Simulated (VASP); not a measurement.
# Ta4N3 (I4/mmm) in VASP: further runs

The runs below take Ta4N3 through single point, with r2SCAN.

Program: VASP 6.6.1. These are calculated values, not measurements. Logs are shortened: lines on timing, memory, paths and dates and some standing lists are left out, and cuts for length are marked.

### 1 The cell of the first run

It takes space group I4/mmm (No. 139, tetragonal). The conventional cell has a = 4.406 Å, b = 4.406 Å, c = 8.621 Å, α = 90.00°, β = 90.00°, γ = 90.00°. Within 3.2 Å of Ta (site symmetry mmm) lie 4 N at 2.16 to 2.20 Å and 12 Ta at 2.97 to 3.20 Å. Within 3.0 Å of Ta (site symmetry 4mm) lie 5 N at 2.21 to 2.32 Å and 4 Ta at 2.97 Å. Within 2.9 Å of N (site symmetry -4m2) lie 6 Ta at 2.16 to 2.21 Å. Within 2.9 Å of N (site symmetry 4/mmm) lie 6 Ta at 2.20 to 2.32 Å.

### 2 Single point, r2SCAN

Contents of POSCAR:

```
Ta4N3
1.0
   -2.2031960000      2.2031960000      4.3106130000
    2.2031960000     -2.2031960000      4.3106130000
    2.2031960000      2.2031960000     -4.3106130000
Ta N
4 3
Direct
    0.0000000000      0.5000000000      0.5000000000
    0.2685676911      0.2685676911      0.0000000000
    0.5000000000      0.0000000000      0.5000000000
    0.7314323089      0.7314323089      0.0000000000
    0.7500000000      0.2500000000      0.5000000000
    0.0000000000      0.0000000000      0.0000000000
    0.2500000000      0.7500000000      0.5000000000
```

Contents of INCAR.step1:

```
ALGO = Normal
EDIFF = 1E-4
ENCUT = 520
GGA = PE
ISMEAR = 0
LASPH = True
LCHARG = False
LREAL = False
LWAVE = True
NBANDS = 38
NELM = 60
PREC = Accurate
SIGMA = 0.1
```

Contents of INCAR.step2:

```
ALGO = Normal
EDIFF = 1E-7
ENCUT = 520
ISIF = 2
ISMEAR = 0
ISTART = 1
LASPH = True
LCHARG = False
LMIXTAU = True
LREAL = False
LWAVE = False
METAGGA = R2SCAN
NBANDS = 38
NELM = 60
PREC = Accurate
SIGMA = 0.1
```

Contents of KPOINTS:

```
k-points
0
Gamma
  12 12 12
```

Potentials or basis: VASP PAW PBE potentials, release 64 (Ta_pv, N).

Launch:

```bash
$ cat potpaw_PBE.64/Ta_pv/POTCAR potpaw_PBE.64/N/POTCAR > POTCAR
$ cp INCAR.step1 INCAR
$ mpirun -np 1 vasp_std > vasp.out
$ cp INCAR.step2 INCAR
$ mpirun -np 1 vasp_std > vasp.out
```

OUTCAR:

```text
EDIFF = 1E-7
   ENCUT = 520
   ISIF = 2
   ISMEAR = 0
   ISTART = 1
   LASPH = True
   LREAL = False
   METAGGA = R2SCAN
   NELM = 60
   PREC = Accurate

 ion  position               nearest neighbor table
   1  0.000  0.500  0.500-   5 2.16   7 2.16   6 2.20   6 2.20   4 2.97   4 2.97   2 2.97   2 2.97
                             3 3.12   3 3.12   3 3.12   3 3.12   2 3.20   4 3.20   2 3.20   4 3.20
   2  0.269  0.269  0.000-   5 2.21   7 2.21   7 2.21   5 2.21   6 2.32   1 2.97   3 2.97   3 2.97
                             1 2.97   4 3.13   4 3.13   4 3.13   4 3.13   3 3.20   3 3.20   1 3.20
   3  0.500  0.000  0.500-   5 2.16   7 2.16   6 2.20   6 2.20   4 2.97   4 2.97   2 2.97   2 2.97
                             1 3.12   1 3.12   1 3.12   1 3.12   4 3.20   4 3.20   2 3.20   2 3.20
   4  0.731  0.731  0.000-   7 2.21   5 2.21   5 2.21   7 2.21   6 2.32   3 2.97   1 2.97   3 2.97
                             1 2.97   2 3.13   2 3.13   2 3.13   2 3.13   3 3.20   1 3.20   1 3.20
   5  0.750  0.250  0.500-   1 2.16   3 2.16   2 2.21   4 2.21   2 2.21   4 2.21
   6  0.000  0.000  0.000-   1 2.20   3 2.20   1 2.20   3 2.20   2 2.32   4 2.32
   7  0.250  0.750  0.500-   1 2.16   3 2.16   2 2.21   4 2.21   2 2.21   4 2.21

  LATTYP: Found a body centered tetragonal cell.
 ALAT       =     4.4063920000
 C/A-ratio  =     1.9565272450

  Lattice vectors:

 A1 = (  -2.2031960000,   2.2031960000,   4.3106130000)
 A2 = (   2.2031960000,  -2.2031960000,   4.3106130000)
 A3 = (   2.2031960000,   2.2031960000,  -4.3106130000)

Analysis of symmetry for initial positions (statically):
=====================================================================
 Subroutine PRICEL returns:
 Original cell was already a primitive cell.

 Routine SETGRP: Setting up the symmetry group for a
 body centered tetragonal supercell.

 Subroutine GETGRP returns: Found 16 space group operations
 (whereof 16 operations were pure point group operations)
 out of a pool of 16 trial point group operations.

The static configuration has the point symmetry D_4h.

Analysis of symmetry for dynamics (positions and initial velocities):
=====================================================================
 Subroutine PRICEL returns:
 Original cell was already a primitive cell.

 Routine SETGRP: Setting up the symmetry group for a
 body centered tetragonal supercell.

 Subroutine GETGRP returns: Found 16 space group operations
 (whereof 16 operations were pure point group operations)
 out of a pool of 16 trial point group operations.

The dynamic configuration has the point symmetry D_4h.

 Subroutine INISYM returns: Found 16 space group operations
 (whereof 16 operations are pure point group operations),
 and found     1 'primitive' translations

----------------------------------------------------------------------------------------

                                     Primitive cell

  volume of cell :      83.6961

  direct lattice vectors                    reciprocal lattice vectors
    -2.203196000  2.203196000  4.310613000     0.000000000  0.226943041  0.115992783
     2.203196000 -2.203196000  4.310613000     0.226943041  0.000000000  0.115992783
     2.203196000  2.203196000 -4.310613000     0.226943041  0.226943041  0.000000000

  length of vectors
     5.318790244  5.318790244  5.318790244     0.254867553  0.254867553  0.320945926

  position of ions in fractional coordinates (direct lattice)
     0.000000000  0.500000000  0.500000000
     0.268567691  0.268567691  0.000000000
     0.500000000  0.000000000  0.500000000
     0.731432309  0.731432309  0.000000000
     0.750000000  0.250000000  0.500000000
     0.000000000  0.000000000  0.000000000
     0.250000000  0.750000000  0.500000000

  ion indices of the primitive-cell ions
   primitive index   ion index
                 1           1
                 2           2
                 3           3
                 4           4
                 5           5
                 6           6
                 7           7

----------------------------------------------------------------------------------------

 KPOINTS: k-points

Automatic generation of k-mesh.
 Grid dimensions read from file:
 generate k-points for:   12   12   12

 Generating k-lattice:

  Cartesian coordinates                     Fractional coordinates (reciprocal lattice)
     0.000000000  0.018911920  0.009666065     0.083333333 -0.000000000  0.000000000
     0.018911920  0.000000000  0.009666065    -0.000000000  0.083333333  0.000000000
     0.018911920  0.018911920  0.000000000     0.000000000  0.000000000  0.083333333

  Length of vectors
     0.021238963  0.021238963  0.026745494

  Shift w.r.t. Gamma in fractional coordinates (k-lattice)
     0.000000000  0.000000000  0.000000000

 Subroutine IBZKPT returns following result:
 ===========================================

 Found    163 irreducible k-points:

 Following reciprocal coordinates:
            Coordinates               Weight
  0.000000  0.000000  0.000000      1.000000
  0.083333  0.000000 -0.000000      8.000000
  0.166667  0.000000  0.000000      8.000000
  0.250000 -0.000000  0.000000      8.000000
  0.333333 -0.000000  0.000000      8.000000
  0.416667  0.000000 -0.000000      8.000000
[... 16 lines left out ...]
  0.500000  0.166667  0.000000     16.000000
 -0.416667  0.166667  0.000000     16.000000
 [... further k-points ...]
   k-points           NKPTS =    163   k-points in BZ     NKDIM =    163   number of bands    NBANDS=     38
   number of dos      NEDOS =    301   number of ions     NIONS =      7
   total plane-waves  NPLWV =  64000
   dimension x,y,z NGX =    40 NGY =   40 NGZ =   40
   dimension x,y,z NGXF=    80 NGYF=   80 NGZF=   80
   ions per type =               4   3
   NGX,Y,Z   is equivalent  to a cutoff of  12.50, 12.50, 12.50 a.u.
   NGXF,Y,Z  is equivalent  to a cutoff of  25.01, 25.01, 25.01 a.u.
 SYSTEM =  unknown system
   PREC   = accura    normal or accurate (medium, high low for compatibility)
   ISTART =      1    job   : 0-new  1-cont  2-samecut
   ICHARG =      0    charge: 1-file 2-atom 10-const
   ISPIN  =      1    spin polarized calculation?
   LNONCOLLINEAR =      F non collinear calculations
   LSORBIT =      F    spin-orbit coupling
   LASPH  =      T    aspherical Exc in radial PAW
   ENCUT  =  520.0 eV  38.22 Ry    6.18 a.u.   9.89  9.89  9.89*2*pi/ulx,y,z
   NELM   =     60;   NELMIN=  2; NELMDL=  0     # of ELM steps
   EDIFF  = 0.1E-06   stopping-criterion for ELM
   LREAL  =      F    real-space projection
   EDIFFG = 0.1E-05   stopping-criterion for IOM
   NSW    =      0    number of steps for IOM
   IBRION =     -1    ionic relax: 0-MD 1-quasi-New 2-CG
   NFREE  =      0    steps in history (QN), initial steepest desc. (CG)
   ISIF   =      2    stress and relaxation
   ISYM   =      2    0-nonsym 1-usesym 2-fastsym
   POTIM  = 0.5000    time-step for ionic-motion
   TEBEG  =    0.0;   TEEND  =   0.0 temperature during run
   PSTRESS=    0.0 pullay stress
   NELECT =      59.0000    total number of electrons
   NUPDOWN=      -1.0000    fix difference up-down
   EMIN   =  10.00;   EMAX   =-10.00  energy-range for DOS
   EFERMI =   0.00;   METHOD = LEGACY
   ISMEAR =     0;   SIGMA  =   0.10  broadening in eV -4-tet -1-fermi 0-gaus
   EFERMI_NEDOS =   21; number of points for ismear=-14 and -15
   IALGO  =     38    algorithm
   IMIX   =      4    mixing-type and parameters
     AMIX     =   0.40;   BMIX     =  1.00
     AMIX_MAG =   1.60;   BMIX_MAG =  1.00
  volume/ion in A,a.u.               =      11.96        80.69
  Fermi-wavevector in a.u.,A,eV,Ry     =   1.456992  2.753315 28.882784  2.122825
  Thomas-Fermi vector in A             =   2.573845
   LORBIT       =      0    0 simple, 1 ext, 2 COOP (PROOUT), +10 PAW based schemes
   METAGGA = R2SCAN    functional components
   LHFCALC =     F    Hartree Fock is set to
   AEXX    =    0.0000 exact exchange contribution
   IVDW    =     0    specifies the selected vdW correction
   LEPSILON=     F    determine dielectric tensor
   LRPA    =     F    only Hartree local field effects (RPA)
 non-spin polarized calculation
 Gauss-broadening in eV      SIGMA  =   0.10
  energy-cutoff  :      520.00
  volume of cell :       83.70
 maximum number of plane-waves:      2280
   NGX = 19   NGY = 19   NGZ = 19

 number of electron      59.0000002 magnetization

 Free energy of the ion-electron system (eV)
  ---------------------------------------------------
  ext. energy  EPLUGINS =         0.00000000
  ---------------------------------------------------
  free energy    TOTEN  =      -229.14664995 eV

  energy without entropy =     -229.13688966  energy(sigma->0) =     -229.14176980

 E-fermi :   8.0762     XC(G=0): -14.1685

 val. band max:        8.0671616063   @ k =  -0.3333   0.3333   0.0000
 cond. band min:       8.0868294789   @ k =   0.3333   0.2500   0.0833
 fundamental gap:      0.0196678725
 Fermi energy:         8.0762023066

 k-point     1 :       0.0000    0.0000    0.0000
  band No.  band energies     occupation
      1     -28.9713      2.00000
      2     -28.9713      2.00000
      3     -28.8834      2.00000
      4     -28.6748      2.00000
      5     -28.6748      2.00000
      6     -28.5100      2.00000
[... 30 lines left out ...]
     37      11.4736      0.00000
     38      12.1113      0.00000

 k-point     2 :       0.0833    0.0000   -0.0000
  band No.  band energies     occupation
      1     -28.9828      2.00000
      2     -28.9675      2.00000
      3     -28.8705      2.00000
      4     -28.6806      2.00000
      5     -28.6802      2.00000
      6     -28.5545      2.00000
[... 30 lines left out ...]
     37      11.6413      0.00000
     38      11.9029      0.00000

 k-point     3 :       0.1667    0.0000    0.0000
  band No.  band energies     occupation
      1     -29.0044      2.00000
      2     -28.9559      2.00000
      3     -28.8431      2.00000
      4     -28.6964      2.00000
      5     -28.6957      2.00000
      6     -28.5926      2.00000
[... 30 lines left out ...]
     37      11.7117      0.00000
[... 781 lines left out ...]
 k-point    23 :       0.5000    0.1667    0.0000
  band No.  band energies     occupation
      1     -29.0811      2.00000
      2     -29.0040      2.00000
      3     -28.7802      2.00000
      4     -28.7481      2.00000
      5     -28.6772      2.00000
      6     -28.6263      2.00000
[... 30 lines left out ...]
     37      11.2542      0.00000
     38      11.9551      0.00000

 k-point    24 :      -0.4167    0.1667    0.0000
  band No.  band energies     occupation
      1     -29.1079      2.00000
      2     -28.9555      2.00000
      3     -28.8014      2.00000
      4     -28.7417      2.00000
      5     -28.6708      2.00000
      6     -28.6488      2.00000
[... 30 lines left out ...]
     37      11.1216      0.00000
     38      12.1012      0.00000

 [... further k-points ...]
[... 5 lines left out ...]
  --------------------------------------------------------------------------------------
  -------------------------------------------------------------------------------------
  Total       -2.1426807     -2.1426807     -1.8218977      0.0000000      0.0000000     -0.0000000
  in kB      -41.0168911    -41.0168911    -34.8762084      0.0000000      0.0000000     -0.0000000
  external PRESSURE =     -38.9699968 kB  Pullay stress =       0.0000000 kB

 VOLUME and BASIS-vectors are now :
 -----------------------------------------------------------------------------
  energy-cutoff  :      520.00
  volume of cell :       83.70
      direct lattice vectors                 reciprocal lattice vectors
    -2.203196000  2.203196000  4.310613000     0.000000000  0.226943041  0.115992783
     2.203196000 -2.203196000  4.310613000     0.226943041  0.000000000  0.115992783
     2.203196000  2.203196000 -4.310613000     0.226943041  0.226943041  0.000000000

 POSITION                                       TOTAL-FORCE (eV/Angst)
 -----------------------------------------------------------------------------------
      2.20320      0.00000      0.00000        -0.000000     -0.000000     -0.000000
      0.00000      0.00000      2.31538         0.000000      0.000000      0.053050
      0.00000      2.20320      0.00000        -0.000000     -0.000000     -0.000000
      0.00000      0.00000      6.30584        -0.000000     -0.000000     -0.053050
      0.00000      2.20320      2.15531        -0.000000     -0.000000     -0.000000
      0.00000      0.00000      0.00000        -0.000000     -0.000000     -0.000000
      2.20320      0.00000      2.15531        -0.000000     -0.000000     -0.000000
 -----------------------------------------------------------------------------------
    total drift:                               -0.000000      0.000000     -0.000000

  FREE ENERGIE OF THE ION-ELECTRON SYSTEM (eV)
  ---------------------------------------------------
  free  energy   TOTEN  =      -229.1466499476 eV

  energy  without entropy=     -229.1368896614  energy(sigma->0) =     -229.14176980
```

Wall time 56 min (1 thread of Oxide Virtual Turin-like, shared host); peak memory 0.5 GiB.

What came out:

| Item | Value |
| --- | --- |
| Free energy | -229.1466 eV |
| Pressure | -3.9 GPa |
| Largest force | 0.053 eV/Å |
| Band gap on the k mesh | zero (an odd number of electrons rules out a gap without spin polarisation) |

Forces in eV/Å, atoms in the order of the input:
```
Ta   0.000  0.000  0.000
Ta   0.000  0.000  0.053
Ta   0.000  0.000  0.000
Ta   0.000  0.000 -0.053
N    0.000  0.000  0.000
N    0.000  0.000  0.000
N    0.000  0.000  0.000
```

Caveat: the cell stands under tension; the PAW data sets were made with another functional, which shifts forces and pressure a little; spin-orbit coupling is left out, which moves the levels of the heavy elements.

(Continued in part 2 of 2.)
